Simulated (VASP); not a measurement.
# Ge4MoW (P4/mmm) in VASP: notebook

Runs on Ge4MoW. Level: PBE. Tasks: single point, relaxation of cell and atoms.

All numbers are computed with VASP 6.6.1; they aren't measurements. Logs are shortened: lines on timing, memory, paths and dates and some standing lists are left out, and cuts for length are marked.

**1. The cell of the first run**

It takes space group P4/mmm (No. 123, tetragonal). Conventional cell: a = 3.572 Å, b = 3.572 Å, c = 8.814 Å, α = 90.00°, β = 90.00°, γ = 90.00°. Ge (site symmetry 4mm) has 9 Ge at 2.92 to 3.57 Å and 4 Mo at 2.92 Å and 1 W at 2.94 Å within 3.8 Å. Ge (site symmetry 4mm) has 9 Ge at 2.92 to 3.57 Å and 4 W at 2.92 Å and 1 Mo at 2.94 Å within 3.8 Å. Within 3.8 Å of Mo (site symmetry 4/mmm) lie 10 Ge at 2.92 to 2.94 Å and 4 Mo at 3.57 Å. W (site symmetry 4/mmm) has 10 Ge at 2.92 to 2.94 Å and 4 W at 3.57 Å within 3.8 Å.

**2. Single point, PBE**

Contents of INCAR:

```
SYSTEM = Ge4MoW
ALGO = Normal
EDIFF = 1E-6
ENCUT = 520
GGA = PE
ISIF = 2
ISMEAR = 0
LASPH = .True.
LCHARG = .False.
LREAL = .False.
LWAVE = .False.
NBANDS = 51
NELM = 80
PREC = Accurate
SIGMA = 0.1
```

Contents of KPOINTS:

```
k-points
0
Gamma
  6 6 2
  0 0 0
```

Contents of POSCAR:

```
Ge4MoW
1.0
    3.5719895200      0.0000000000      0.0000000000
    0.0000000000      3.5719895200      0.0000000000
    0.0000000000      0.0000000000      8.8137771400
Ge Mo W
4 1 1
Direct
    0.0000000000      0.0000000000      0.3332999900
    0.5000000000      0.5000000000      0.8332999900
    0.0000000000      0.0000000000      0.6667000100
    0.5000000000      0.5000000000      0.1667000100
    0.5000000000      0.5000000000      0.5000000000
    0.0000000000      0.0000000000      0.0000000000
```

Potentials or basis: VASP PAW PBE potentials, release 64 (Ge_d, Mo_sv, W_sv).

Run with:

```console
$ cat potpaw_PBE.64/Ge_d/POTCAR potpaw_PBE.64/Mo_sv/POTCAR potpaw_PBE.64/W_sv/POTCAR > POTCAR
$ mpirun -np 1 vasp_std > vasp.out
```

OUTCAR:

```text
SYSTEM = Ge4MoW
   EDIFF = 1E-6
   ENCUT = 520
   GGA = PE
   ISIF = 2
   ISMEAR = 0
   LASPH = .True.
   LREAL = .False.
   NELM = 80
   PREC = Accurate

 ion  position               nearest neighbor table
   1  0.000  0.000  0.333-   5 2.92   5 2.92   5 2.92   5 2.92   6 2.94
   2  0.500  0.500  0.833-   6 2.92   6 2.92   6 2.92   6 2.92   5 2.94
   3  0.000  0.000  0.667-   5 2.92   5 2.92   5 2.92   5 2.92   6 2.94
   4  0.500  0.500  0.167-   6 2.92   6 2.92   6 2.92   6 2.92   5 2.94
   5  0.500  0.500  0.500-   1 2.92   3 2.92   1 2.92   3 2.92   1 2.92   3 2.92   1 2.92   3 2.92
                             2 2.94   4 2.94
   6  0.000  0.000  0.000-   2 2.92   4 2.92   2 2.92   4 2.92   2 2.92   4 2.92   2 2.92   4 2.92
                             3 2.94   1 2.94

  LATTYP: Found a simple tetragonal cell.
 ALAT       =     3.5719895200
 C/A-ratio  =     2.4674700445

  Lattice vectors:

 A1 = (   3.5719895200,   0.0000000000,   0.0000000000)
 A2 = (   0.0000000000,   3.5719895200,   0.0000000000)
 A3 = (   0.0000000000,   0.0000000000,   8.8137771400)

Analysis of symmetry for initial positions (statically):
=====================================================================
 Subroutine PRICEL returns:
 Original cell was already a primitive cell.

 Routine SETGRP: Setting up the symmetry group for a
 simple tetragonal supercell.

 Subroutine GETGRP returns: Found 16 space group operations
 (whereof 16 operations were pure point group operations)
 out of a pool of 16 trial point group operations.

The static configuration has the point symmetry D_4h.

Analysis of symmetry for dynamics (positions and initial velocities):
=====================================================================
 Subroutine PRICEL returns:
 Original cell was already a primitive cell.

 Routine SETGRP: Setting up the symmetry group for a
 simple tetragonal supercell.

 Subroutine GETGRP returns: Found 16 space group operations
 (whereof 16 operations were pure point group operations)
 out of a pool of 16 trial point group operations.

The dynamic configuration has the point symmetry D_4h.

 Subroutine INISYM returns: Found 16 space group operations
 (whereof 16 operations are pure point group operations),
 and found     1 'primitive' translations

----------------------------------------------------------------------------------------

                                     Primitive cell

  volume of cell :     112.4559

  direct lattice vectors                    reciprocal lattice vectors
     3.571989520  0.000000000  0.000000000     0.279956029  0.000000000  0.000000000
     0.000000000  3.571989520  0.000000000     0.000000000  0.279956029  0.000000000
     0.000000000  0.000000000  8.813777140     0.000000000  0.000000000  0.113458734

  length of vectors
     3.571989520  3.571989520  8.813777140     0.279956029  0.279956029  0.113458734

  position of ions in fractional coordinates (direct lattice)
     0.000000000  0.000000000  0.333299990
     0.500000000  0.500000000  0.833299990
     0.000000000  0.000000000  0.666700010
     0.500000000  0.500000000  0.166700010
     0.500000000  0.500000000  0.500000000
     0.000000000  0.000000000  0.000000000

  ion indices of the primitive-cell ions
   primitive index   ion index
                 1           1
                 2           2
                 3           3
                 4           4
                 5           5
                 6           6

----------------------------------------------------------------------------------------

 KPOINTS: k-points

Automatic generation of k-mesh.
 Grid dimensions read from file:
 generate k-points for:    6    6    2

 Generating k-lattice:

  Cartesian coordinates                     Fractional coordinates (reciprocal lattice)
     0.046659338  0.000000000  0.000000000     0.166666667  0.000000000  0.000000000
     0.000000000  0.046659338  0.000000000     0.000000000  0.166666667  0.000000000
     0.000000000  0.000000000  0.056729367     0.000000000  0.000000000  0.500000000

  Length of vectors
     0.046659338  0.046659338  0.056729367

  Shift w.r.t. Gamma in fractional coordinates (k-lattice)
     0.000000000  0.000000000  0.000000000

 Subroutine IBZKPT returns following result:
 ===========================================

 Found     20 irreducible k-points:

 Following reciprocal coordinates:
            Coordinates               Weight
  0.000000  0.000000  0.000000      1.000000
  0.166667  0.000000  0.000000      4.000000
  0.333333  0.000000  0.000000      4.000000
  0.500000  0.000000  0.000000      2.000000
  0.166667  0.166667  0.000000      4.000000
  0.333333  0.166667  0.000000      8.000000
[... 12 lines left out ...]
  0.500000  0.333333  0.500000      4.000000
  0.500000  0.500000  0.500000      1.000000
   k-points           NKPTS =     20   k-points in BZ     NKDIM =     20   number of bands    NBANDS=     51
   number of dos      NEDOS =    301   number of ions     NIONS =      6
   total plane-waves  NPLWV =  54880
   dimension x,y,z NGX =    28 NGY =   28 NGZ =   70
   dimension x,y,z NGXF=    56 NGYF=   56 NGZF=  140
   ions per type =               4   1   1
   NGX,Y,Z   is equivalent  to a cutoff of  13.03, 13.03, 13.20 a.u.
   NGXF,Y,Z  is equivalent  to a cutoff of  26.06, 26.06, 26.41 a.u.
 SYSTEM =  Ge4MoW
   PREC   = accura    normal or accurate (medium, high low for compatibility)
   ISTART =      0    job   : 0-new  1-cont  2-samecut
   ICHARG =      2    charge: 1-file 2-atom 10-const
   ISPIN  =      1    spin polarized calculation?
   LNONCOLLINEAR =      F non collinear calculations
   LSORBIT =      F    spin-orbit coupling
   LASPH  =      T    aspherical Exc in radial PAW
   ENCUT  =  520.0 eV  38.22 Ry    6.18 a.u.   6.64  6.64 16.39*2*pi/ulx,y,z
   NELM   =     80;   NELMIN=  2; NELMDL= -5     # of ELM steps
   EDIFF  = 0.1E-05   stopping-criterion for ELM
   LREAL  =      F    real-space projection
   EDIFFG = 0.1E-04   stopping-criterion for IOM
   NSW    =      0    number of steps for IOM
   IBRION =     -1    ionic relax: 0-MD 1-quasi-New 2-CG
   NFREE  =      0    steps in history (QN), initial steepest desc. (CG)
   ISIF   =      2    stress and relaxation
   ISYM   =      2    0-nonsym 1-usesym 2-fastsym
   POTIM  = 0.5000    time-step for ionic-motion
   TEBEG  =    0.0;   TEEND  =   0.0 temperature during run
   PSTRESS=    0.0 pullay stress
   NELECT =      84.0000    total number of electrons
   NUPDOWN=      -1.0000    fix difference up-down
   EMIN   =  10.00;   EMAX   =-10.00  energy-range for DOS
   EFERMI =   0.00;   METHOD = LEGACY
   ISMEAR =     0;   SIGMA  =   0.10  broadening in eV -4-tet -1-fermi 0-gaus
   EFERMI_NEDOS =   21; number of points for ismear=-14 and -15
   IALGO  =     38    algorithm
   IMIX   =      4    mixing-type and parameters
     AMIX     =   0.40;   BMIX     =  1.00
     AMIX_MAG =   1.60;   BMIX_MAG =  1.00
  volume/ion in A,a.u.               =      18.74       126.48
  Fermi-wavevector in a.u.,A,eV,Ry     =   1.485390  2.806980 30.019664  2.206383
  Thomas-Fermi vector in A             =   2.598808
   LORBIT       =      0    0 simple, 1 ext, 2 COOP (PROOUT), +10 PAW based schemes
   GGA     = PE    functional components
   LHFCALC =     F    Hartree Fock is set to
   AEXX    =    0.0000 exact exchange contribution
   IVDW    =     0    specifies the selected vdW correction
   LEPSILON=     F    determine dielectric tensor
   LRPA    =     F    only Hartree local field effects (RPA)
 non-spin polarized calculation
 Gauss-broadening in eV      SIGMA  =   0.10
  energy-cutoff  :      520.00
  volume of cell :      112.46
 maximum number of plane-waves:      3064
 NGX is ok and might be reduce to    28
   NGX = 13   NGY = 13   NGZ = 33

 number of electron      83.9999991 magnetization

 Free energy of the ion-electron system (eV)
  ---------------------------------------------------
  ext. energy  EPLUGINS =         0.00000000
  ---------------------------------------------------
  free energy    TOTEN  =       -40.52856326 eV

  energy without entropy =      -40.51227174  energy(sigma->0) =      -40.52041750

 E-fermi :   7.4683     XC(G=0): -11.7477

 val. band max:        7.4079325356   @ k =   0.0000   0.0000   0.5000
 cond. band min:       7.4844670891   @ k =   0.5000   0.0000   0.0000
 fundamental gap:      0.0765345535
 Fermi energy:         7.4682809098

 k-point     1 :       0.0000    0.0000    0.0000
  band No.  band energies     occupation
      1     -66.8340      2.00000
      2     -53.4845      2.00000
      3     -30.9478      2.00000
      4     -30.9478      2.00000
      5     -30.9397      2.00000
      6     -27.5316      2.00000
[... 43 lines left out ...]
     50      11.0022      0.00000
     51      11.4266      0.00000

 k-point     2 :       0.1667    0.0000    0.0000
  band No.  band energies     occupation
      1     -66.8337      2.00000
      2     -53.4837      2.00000
      3     -30.9619      2.00000
      4     -30.9466      2.00000
      5     -30.9382      2.00000
      6     -27.5298      2.00000
[... 43 lines left out ...]
     50      11.5107      0.00000
     51      11.8394      0.00000

 k-point     3 :       0.3333    0.0000    0.0000
  band No.  band energies     occupation
      1     -66.8330      2.00000
      2     -53.4819      2.00000
      3     -30.9900      2.00000
      4     -30.9442      2.00000
      5     -30.9354      2.00000
      6     -27.5617      2.00000
[... 43 lines left out ...]
     50      11.0886      0.00000
     51      11.9083      0.00000
[... 811 lines left out ...]
 k-point    19 :       0.5000    0.3333    0.5000
  band No.  band energies     occupation
      1     -66.8317      2.00000
      2     -53.4785      2.00000
      3     -30.9993      2.00000
      4     -30.9840      2.00000
      5     -30.9303      2.00000
      6     -27.5723      2.00000
[... 43 lines left out ...]
     50      10.7344      0.00000
     51      12.0947      0.00000

 k-point    20 :       0.5000    0.5000    0.5000
  band No.  band energies     occupation
      1     -66.8313      2.00000
      2     -53.4776      2.00000
      3     -30.9977      2.00000
      4     -30.9977      2.00000
      5     -30.9291      2.00000
      6     -27.5702      2.00000
[... 43 lines left out ...]
     50      11.0120      0.00000
     51      11.0120      0.00000

------------------------ aborting loop because EDIFF is reached ----------------------------------------

  FORCE on cell =-STRESS in cart. coord.  units (eV):
  Direction    XX          YY          ZZ          XY          YZ          ZX
  --------------------------------------------------------------------------------------
  -------------------------------------------------------------------------------------
  Total      -14.1941644    -14.1941644    -15.2548126      0.0000000     -0.0000000      0.0000000
  in kB     -202.2264683   -202.2264683   -217.3376874      0.0000000     -0.0000000      0.0000000
  external PRESSURE =    -207.2635413 kB  Pullay stress =       0.0000000 kB

 VOLUME and BASIS-vectors are now :
 -----------------------------------------------------------------------------
  energy-cutoff  :      520.00
  volume of cell :      112.46
      direct lattice vectors                 reciprocal lattice vectors
     3.571989520  0.000000000  0.000000000     0.279956029  0.000000000  0.000000000
     0.000000000  3.571989520  0.000000000     0.000000000  0.279956029  0.000000000
     0.000000000  0.000000000  8.813777140     0.000000000  0.000000000  0.113458734

 POSITION                                       TOTAL-FORCE (eV/Angst)
 -----------------------------------------------------------------------------------
      0.00000      0.00000      2.93763        -0.000000     -0.000000      0.738002
      1.78599      1.78599      7.34452         0.000000      0.000000      0.768471
      0.00000      0.00000      5.87615        -0.000000      0.000000     -0.738002
      1.78599      1.78599      1.46926         0.000000     -0.000000     -0.768471
      1.78599      1.78599      4.40689         0.000000     -0.000000      0.000000
      0.00000      0.00000      0.00000         0.000000     -0.000000      0.000000
 -----------------------------------------------------------------------------------
    total drift:                                0.000000      0.000000      0.000000

  FREE ENERGIE OF THE ION-ELECTRON SYSTEM (eV)
  ---------------------------------------------------
  free  energy   TOTEN  =       -40.5285632592 eV

  energy  without entropy=      -40.5122717409  energy(sigma->0) =      -40.52041750
```

It took 1.7 min on 1 thread of Intel Xeon Platinum 8488C (Sapphire Rapids), shared host; peak memory 0.27 GiB.

What came out:

| Item | Value |
| --- | --- |
| Free energy | -40.5286 eV |
| Pressure | -20.7 GPa |
| Largest force | 0.768 eV/Å |
| Band gap on the k mesh | zero (band 42 reaches 7.62 eV, above the bottom of band 43 at 6.84 eV) |

Forces in eV/Å, atoms in the order of the input:
```
Ge   0.000  0.000  0.738
Ge   0.000  0.000  0.768
Ge   0.000  0.000 -0.738
Ge   0.000  0.000 -0.768
Mo   0.000  0.000  0.000
W    0.000  0.000  0.000
```

Stress tensor (GPa, compression positive):
```
-20.22   0.00   0.00
  0.00 -20.22   0.00
  0.00   0.00 -21.73
```

Caveat: spin-orbit coupling is left out, which moves the levels of the heavy elements.

**3. Single point, PBE**

This run uses another cell than the first one, of 15.42 Å³/atom, 0.823 times its volume.

Contents of INCAR:

```
ALGO = Normal ; EDIFF = 1E-6
ENCUT = 520 ; GGA = PE
ISIF = 2 ; ISMEAR = 0
LASPH = T ; LCHARG = F
LREAL = F ; LWAVE = F
NBANDS = 51 ; NELM = 60
PREC = Accurate ; SIGMA = 0.1
```

Contents of KPOINTS:

```
k-points
0
Gamma
  6 6 2
```

Contents of POSCAR:

```
Ge4MoW
1.0
    3.3361431876      0.0000000000      0.0000000000
    0.0000000000      3.3361431876      0.0000000000
    0.0000000000      0.0000000000      8.3152725374
Ge Mo W
4 1 1
Direct
    0.0000000000      0.0000000000      0.3387486799
    0.5000000000      0.5000000000      0.8370319621
    0.0000000000      0.0000000000      0.6612513201
    0.5000000000      0.5000000000      0.1629680379
    0.5000000000      0.5000000000      0.5000000000
    0.0000000000      0.0000000000      0.0000000000
```

Potentials or basis: VASP PAW PBE potentials, release 64 (Ge_d, Mo_sv, W_sv).

Run with:

```console
$ cat potpaw_PBE.64/Ge_d/POTCAR potpaw_PBE.64/Mo_sv/POTCAR potpaw_PBE.64/W_sv/POTCAR > POTCAR
$ mpirun -np 1 vasp_std > vasp.out
```

Run time: 1.8 min. Hardware: 1 thread of Intel Xeon Platinum 8488C (Sapphire Rapids), shared host; peak memory 0.25 GiB.

Results (log left out):

```yaml
Free_energy: -42.1524 eV
Pressure: 0.2 GPa
Largest_force: 0.004 eV/Å
Band_gap_on_the_k_mesh: zero (band 42 reaches 10.49 eV, above the bottom of band 43 at 9.60 eV)
```

Forces in eV/Å, atoms in the order of the input:
```
Ge   0.000  0.000 -0.001
Ge   0.000  0.000 -0.004
Ge   0.000  0.000  0.001
Ge   0.000  0.000  0.004
Mo   0.000  0.000  0.000
W    0.000  0.000  0.000
```

Levels at points of the mesh, in eV from the Fermi level:
```
           k point  band 38  band 39  band 40  band 41  band 42  band 43  band 44  band 45  band 46  band 47
(0.00, 0.00, 0.00)    -1.54    -0.39    -0.39    -0.35    -0.35     0.47     0.83     2.63     2.63     3.55
(0.50, 0.00, 0.00)    -2.32    -2.14    -2.10    -0.20    -0.03     1.72     2.22     2.35     2.65     3.08
(0.50, 0.50, 0.00)    -3.86    -2.66    -2.66    -1.17    -1.17     1.89     2.09     2.40     2.53     2.83
(0.00, 0.00, 0.50)    -1.75    -1.73    -1.73     0.47     0.52     0.78     0.83     1.57     1.57     1.83
(0.50, 0.00, 0.50)    -2.13    -2.11    -2.08    -0.05     0.12     1.86     2.30     2.63     3.00     3.49
(0.50, 0.50, 0.50)    -2.63    -1.97    -1.97    -1.83    -1.83    -0.36    -0.23     1.89     2.53     3.29
```

Caveat: the k points lie up to 0.38 Å⁻¹ apart; spin-orbit coupling is left out, which moves the levels of the heavy elements.

(Continued in part 2 of 2.)
